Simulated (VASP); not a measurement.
# NaH (P6_3/mmc) in VASP: further runs, part 2 of 2

VASP 6.6.1. The steps go on from the part before.

**5. Single point, PBE**

Input file INCAR:

```
SYSTEM = NaH
PREC     = Accurate       ! precision mode
ENCUT    = 520            ! plane-wave cutoff, eV
EDIFF    = 1E-6           ! SCF threshold, eV
ISMEAR   = -1             ! smearing method
SIGMA    = 0.02           ! smearing width, eV
LREAL    = .FALSE.        ! projectors in reciprocal space
LASPH    = .TRUE.         ! aspherical terms in the spheres
NELM     = 100            ! most SCF steps
ALGO     = Normal         ! electronic algorithm
ISIF     = 2              ! what is computed and relaxed
LWAVE    = .FALSE.        ! write WAVECAR
LCHARG   = .FALSE.        ! write CHGCAR
GGA      = PE             ! functional
NBANDS   = 16             ! bands
```

Input file KPOINTS:

```
Automatic mesh
0
G
  12 12 4
  0 0 0
```

Input file POSCAR:

```
NaH
1.0
    3.3191587698      0.0000000000      0.0000000000
   -1.6595793849      2.8744758138      0.0000000000
    0.0000000000      0.0000000000      5.8309537900
Na H
2 2
Direct
    0.0000000000      0.0000000000      0.0000000000
    0.0000000000      0.0000000000      0.5000000000
    0.3333333333      0.6666666667      0.2500000000
    0.6666666667      0.3333333333      0.7500000000
```

Potentials or basis: VASP PAW PBE potentials, release 64 (Na_pv, H).

Run with:

```sh
$ cat potpaw_PBE.64/Na_pv/POTCAR potpaw_PBE.64/H/POTCAR > POTCAR
$ mpirun -np 1 vasp_std > vasp.out
```

OUTCAR:

```text
SYSTEM = NaH
   PREC = Accurate
   ENCUT = 520
   EDIFF = 1E-6
   ISMEAR = -1
   LREAL = .FALSE.
   LASPH = .TRUE.
   NELM = 100
   ISIF = 2
   GGA = PE

 ion  position               nearest neighbor table
   1  0.000  0.000  0.000-
   2  0.000  0.000  0.500-
   3  0.333  0.667  0.250-
   4  0.667  0.333  0.750-

  LATTYP: Found a hexagonal cell.
 ALAT       =     3.3191587698
 C/A-ratio  =     1.7567565140

  Lattice vectors:

 A1 = (   3.3191587698,   0.0000000000,   0.0000000000)
 A2 = (  -1.6595793849,   2.8744758138,   0.0000000000)
 A3 = (   0.0000000000,   0.0000000000,   5.8309537900)

Analysis of symmetry for initial positions (statically):
=====================================================================
 Subroutine PRICEL returns:
 Original cell was already a primitive cell.

 Routine SETGRP: Setting up the symmetry group for a
 hexagonal supercell.

 Subroutine GETGRP returns: Found 24 space group operations
 (whereof 12 operations were pure point group operations)
 out of a pool of 24 trial point group operations.

The static configuration has the point symmetry D_3d.
 The point group associated with its full space group is D_6h.

Analysis of symmetry for dynamics (positions and initial velocities):
=====================================================================
 Subroutine PRICEL returns:
 Original cell was already a primitive cell.

 Routine SETGRP: Setting up the symmetry group for a
 hexagonal supercell.

 Subroutine GETGRP returns: Found 24 space group operations
 (whereof 12 operations were pure point group operations)
 out of a pool of 24 trial point group operations.

The dynamic configuration has the point symmetry D_3d.
 The point group associated with its full space group is D_6h.

 Subroutine INISYM returns: Found 24 space group operations
 (whereof 12 operations are pure point group operations),
 and found     1 'primitive' translations

----------------------------------------------------------------------------------------

                                     Primitive cell

  volume of cell :      55.6322

  direct lattice vectors                    reciprocal lattice vectors
     3.319158770  0.000000000  0.000000000     0.301281159  0.173944758  0.000000000
    -1.659579385  2.874475814  0.000000000     0.000000000  0.347889516  0.000000000
     0.000000000  0.000000000  5.830953790     0.000000000  0.000000000  0.171498529

  length of vectors
     3.319158770  3.319158770  5.830953790     0.347889516  0.347889516  0.171498529

  position of ions in fractional coordinates (direct lattice)
     0.000000000  0.000000000  0.000000000
     0.000000000  0.000000000  0.500000000
     0.333333333  0.666666667  0.250000000
     0.666666667  0.333333333  0.750000000

  ion indices of the primitive-cell ions
   primitive index   ion index
                 1           1
                 2           2
                 3           3
                 4           4

----------------------------------------------------------------------------------------

 KPOINTS: Automatic mesh

Automatic generation of k-mesh.
 Grid dimensions read from file:
 generate k-points for:   12   12    4

 Generating k-lattice:

  Cartesian coordinates                     Fractional coordinates (reciprocal lattice)
     0.025106763  0.014495397  0.000000000     0.083333333  0.000000000  0.000000000
     0.000000000  0.028990793  0.000000000     0.000000000  0.083333333  0.000000000
     0.000000000  0.000000000  0.042874632     0.000000000  0.000000000  0.250000000

  Length of vectors
     0.028990793  0.028990793  0.042874632

  Shift w.r.t. Gamma in fractional coordinates (k-lattice)
     0.000000000  0.000000000  0.000000000

 Subroutine IBZKPT returns following result:
 ===========================================

 Found     57 irreducible k-points:

 Following reciprocal coordinates:
            Coordinates               Weight
  0.000000  0.000000  0.000000      1.000000
  0.083333 -0.000000  0.000000      6.000000
  0.166667 -0.000000  0.000000      6.000000
  0.250000 -0.000000  0.000000      6.000000
  0.333333 -0.000000  0.000000      6.000000
  0.416667  0.000000  0.000000      6.000000
[... 16 lines left out ...]
  0.250000 -0.000000  0.250000     12.000000
  0.333333 -0.000000  0.250000     12.000000
 [... further k-points ...]
   k-points           NKPTS =     57   k-points in BZ     NKDIM =     57   number of bands    NBANDS=     16
   number of dos      NEDOS =    301   number of ions     NIONS =      4
   total plane-waves  NPLWV =  37632
   dimension x,y,z NGX =    28 NGY =   28 NGZ =   48
   dimension x,y,z NGXF=    56 NGYF=   56 NGZF=   96
   ions per type =               2   2
   NGX,Y,Z   is equivalent  to a cutoff of  14.02, 14.02, 13.69 a.u.
   NGXF,Y,Z  is equivalent  to a cutoff of  28.05, 28.05, 27.37 a.u.
 SYSTEM =  NaH
   PREC   = accura    normal or accurate (medium, high low for compatibility)
   ISTART =      0    job   : 0-new  1-cont  2-samecut
   ICHARG =      2    charge: 1-file 2-atom 10-const
   ISPIN  =      1    spin polarized calculation?
   LNONCOLLINEAR =      F non collinear calculations
   LSORBIT =      F    spin-orbit coupling
   LASPH  =      T    aspherical Exc in radial PAW
   ENCUT  =  520.0 eV  38.22 Ry    6.18 a.u.   6.17  6.17 10.84*2*pi/ulx,y,z
   NELM   =    100;   NELMIN=  2; NELMDL= -5     # of ELM steps
   EDIFF  = 0.1E-05   stopping-criterion for ELM
   LREAL  =      F    real-space projection
   EDIFFG = 0.1E-04   stopping-criterion for IOM
   NSW    =      0    number of steps for IOM
   IBRION =     -1    ionic relax: 0-MD 1-quasi-New 2-CG
   NFREE  =      0    steps in history (QN), initial steepest desc. (CG)
   ISIF   =      2    stress and relaxation
   ISYM   =      2    0-nonsym 1-usesym 2-fastsym
   POTIM  = 0.5000    time-step for ionic-motion
   TEBEG  =    0.0;   TEEND  =   0.0 temperature during run
   PSTRESS=    0.0 pullay stress
   NELECT =      16.0000    total number of electrons
   NUPDOWN=      -1.0000    fix difference up-down
   EMIN   =  10.00;   EMAX   =-10.00  energy-range for DOS
   EFERMI =   0.00;   METHOD = LEGACY
   ISMEAR =    -1;   SIGMA  =   0.02  broadening in eV -4-tet -1-fermi 0-gaus
   EFERMI_NEDOS =   21; number of points for ismear=-14 and -15
   IALGO  =     38    algorithm
   IMIX   =      4    mixing-type and parameters
     AMIX     =   0.40;   BMIX     =  1.00
     AMIX_MAG =   1.60;   BMIX_MAG =  1.00
  volume/ion in A,a.u.               =      13.91        93.86
  Fermi-wavevector in a.u.,A,eV,Ry     =   1.080619  2.042074 15.888042  1.167738
  Thomas-Fermi vector in A             =   2.216615
   LORBIT       =      0    0 simple, 1 ext, 2 COOP (PROOUT), +10 PAW based schemes
   GGA     = PE    functional components
   LHFCALC =     F    Hartree Fock is set to
   AEXX    =    0.0000 exact exchange contribution
   IVDW    =     0    specifies the selected vdW correction
   LEPSILON=     F    determine dielectric tensor
   LRPA    =     F    only Hartree local field effects (RPA)
 non-spin polarized calculation
  energy-cutoff  :      520.00
  volume of cell :       55.63
 maximum number of plane-waves:      1521
 NGX is ok and might be reduce to    28
   NGX = 13   NGY = 13   NGZ = 21

 number of electron      16.0000008 magnetization

 Free energy of the ion-electron system (eV)
  ---------------------------------------------------
  ext. energy  EPLUGINS =         0.00000000
  ---------------------------------------------------
  free energy    TOTEN  =        -9.99549968 eV

  energy without entropy =       -9.99549968  energy(sigma->0) =       -9.99549968

 E-fermi :  -0.5262     XC(G=0):  -7.8124

 val. band max:       -1.0543267656   @ k =   0.2500   0.2500   0.0000
 cond. band min:       2.3469435475   @ k =   0.0000   0.0000   0.0000
 fundamental gap:      3.4012703131
 Fermi energy:        -0.5262175584

 k-point     1 :       0.0000    0.0000    0.0000
  band No.  band energies     occupation
      1     -23.4505      2.00000
      2     -23.2920      2.00000
      3     -23.2920      2.00000
      4     -23.2727      2.00000
      5     -23.2727      2.00000
      6     -23.2533      2.00000
[... 8 lines left out ...]
     15      14.0483      0.00000
     16      15.1762      0.00000
[... 419 lines left out ...]
 k-point    24 :       0.3333   -0.0000    0.2500
  band No.  band energies     occupation
      1     -23.4067      2.00000
      2     -23.3599      2.00000
      3     -23.3393      2.00000
      4     -23.3049      2.00000
      5     -23.2902      2.00000
      6     -23.2742      2.00000
[... 8 lines left out ...]
     15      11.4998      0.00000
     16      12.4519      0.00000

 [... further k-points ...]
[... 5 lines left out ...]
  --------------------------------------------------------------------------------------
  -------------------------------------------------------------------------------------
  Total        0.1677066      0.1677066      0.2446324      0.0000000      0.0000000      0.0000000
  in kB        4.8298589      4.8298589      7.0452790      0.0000000      0.0000000      0.0000000
  external PRESSURE =       5.5683323 kB  Pullay stress =       0.0000000 kB

 VOLUME and BASIS-vectors are now :
 -----------------------------------------------------------------------------
  energy-cutoff  :      520.00
  volume of cell :       55.63
      direct lattice vectors                 reciprocal lattice vectors
     3.319158770  0.000000000  0.000000000     0.301281159  0.173944758  0.000000000
    -1.659579385  2.874475814  0.000000000     0.000000000  0.347889516  0.000000000
     0.000000000  0.000000000  5.830953790     0.000000000  0.000000000  0.171498529

 POSITION                                       TOTAL-FORCE (eV/Angst)
 -----------------------------------------------------------------------------------
      0.00000      0.00000      0.00000         0.000000      0.000000      0.000000
      0.00000      0.00000      2.91548         0.000000      0.000000      0.000000
     -0.00000      1.91632      1.45774         0.000000      0.000000      0.000000
      1.65958      0.95816      4.37322        -0.000000     -0.000000      0.000000
 -----------------------------------------------------------------------------------
    total drift:                               -0.000000     -0.000000      0.000000

  FREE ENERGIE OF THE ION-ELECTRON SYSTEM (eV)
  ---------------------------------------------------
  free  energy   TOTEN  =        -9.9954996792 eV

  energy  without entropy=       -9.9954996792  energy(sigma->0) =       -9.99549968
```

Wall time 72 s (1 thread of Intel Xeon 8259CL, shared host); peak memory 0.2 GiB.

What came out:

```
Free energy            : -9.9955 eV
Pressure               : 0.6 GPa
Band gap on the k mesh : 3.40 eV (least direct gap 4.51 eV)
```

Stress tensor (GPa, compression positive):
```
0.48 0.00 0.00
0.00 0.48 0.00
0.00 0.00 0.70
```

Levels at points of the mesh, in eV from the valence-band top:
| k point | band 4 | band 5 | band 6 | band 7 | band 8 | band 9 | band 10 | band 11 | band 12 | band 13 |
| --- | --- | --- | --- | --- | --- | --- | --- | --- | --- | --- |
| (0.00, 0.00, 0.00) | -22.22 | -22.22 | -22.20 | -3.65 | -1.17 | 3.40 | 10.42 | 11.45 | 13.89 | 14.03 |
| (0.50, 0.00, 0.00) | -22.26 | -22.24 | -22.19 | -0.79 | -0.24 | 4.41 | 5.92 | 7.07 | 8.65 | 11.05 |
| (0.00, 0.00, 0.50) | -22.23 | -22.23 | -22.23 | -2.71 | -2.71 | 6.63 | 6.63 | 12.04 | 12.04 | 15.06 |
| (0.50, 0.00, 0.50) | -22.28 | -22.25 | -22.25 | -0.48 | -0.48 | 4.36 | 4.36 | 9.81 | 9.81 | 11.91 |

A k mesh can miss the band edges.

**6. Summary**

```csv
level,potentials or basis,cell,k mesh,smearing,gap on the mesh (eV),pressure (GPa)
PBE,"VASP PAW PBE potentials, release 64 (Na_pv, H)","a = 3.319, b = 3.319, c = 5.831 Å, angles 90.0, 90.0, 120.0°, 4 atoms",6 × 6 × 4,gaussian 0.01 eV,3.45,0.6
LDA,"VASP PAW LDA potentials, release 64 (Na_pv, H)","a = 3.244, b = 3.244, c = 5.720 Å, angles 90.0, 90.0, 120.0°, 4 atoms",12 × 12 × 4,fermi-dirac 0.02 eV,3.12,-0.1
PBE,"VASP PAW PBE potentials, release 64 (Na_pv, H)","a = 3.319, b = 3.319, c = 5.831 Å, angles 90.0, 90.0, 120.0°, 4 atoms",12 × 12 × 4,fermi-dirac 0.02 eV,3.40,0.6
```

Alike in all rows: task single point; no spin polarisation; cutoff (eV) 520.

Total energies depend on the potentials used, so only differences within one code and one set of settings carry meaning.
